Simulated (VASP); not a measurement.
Here is a VASP 6.6.1 calculation.

INCAR

```
SYSTEM = Ti2B3
PREC     = Accurate       ! precision mode
ENCUT    = 600            ! plane-wave cutoff, eV
EDIFF    = 1E-7           ! SCF threshold, eV
ISMEAR   = 0              ! smearing method
SIGMA    = 0.1            ! smearing width, eV
LREAL    = .FALSE.        ! projectors in reciprocal space
LASPH    = .TRUE.         ! aspherical terms in the spheres
NELM     = 60             ! most SCF steps
ALGO     = Normal         ! electronic algorithm
ISIF     = 3              ! what is computed and relaxed
LWAVE    = .FALSE.        ! write WAVECAR
LCHARG   = .FALSE.        ! write CHGCAR
GGA      = PE             ! functional
IBRION   = 2              ! ionic algorithm
NSW      = 90             ! ionic steps
EDIFFG   = -0.04          ! ionic threshold
```

File KPOINTS:

```
regular mesh
0
G
  6 6 4
  0 0 0
```

File POSCAR:

```
Ti2B3
1.0
    3.1722138200      0.0000000000      0.0000000000
    0.0000000000      3.1722138200      0.0000000000
    0.0000000000      0.0000000000      4.6722866100
Ti B
2 3
Direct
    0.0000000000      0.0000000000      0.7211286400
    0.5000000000      0.5000000000      0.2898103300
    0.5000000000      0.0000000000      0.9934612500
    0.0000000000      0.5000000000      0.9934612500
    0.0000000000      0.0000000000      0.2721384500
```

Potentials or basis: VASP PAW PBE potentials, release 64 (Ti_sv, B).

Command:

```console
$ cat potpaw_PBE.64/Ti_sv/POTCAR potpaw_PBE.64/B/POTCAR > POTCAR
$ mpirun -np 1 vasp_std > vasp.out
```

Problem. What does it give for the relaxed volume?

Solution. 10.32 Å³/atom.

Problem. Predict the space group after relaxing (to 0.1 Å).

Solution. P4mm (No. 99).

Final structure:
```xyz
5
Lattice="2.9667 0.0000 0.0000 0.0000 2.9667 0.0000 0.0000 0.0000 5.8635" Properties=species:S:1:pos:R:3 pbc="T T T"
Ti    0.0000    0.0000    4.1470
Ti    1.4834    1.4834    2.0554
B     1.4834    0.0000    0.1022
B     0.0000    1.4834    0.1022
B     0.0000    0.0000    1.0399
```

Caveat: a cell axis changed by over 15 % at a fixed basis, so the end point is rough.
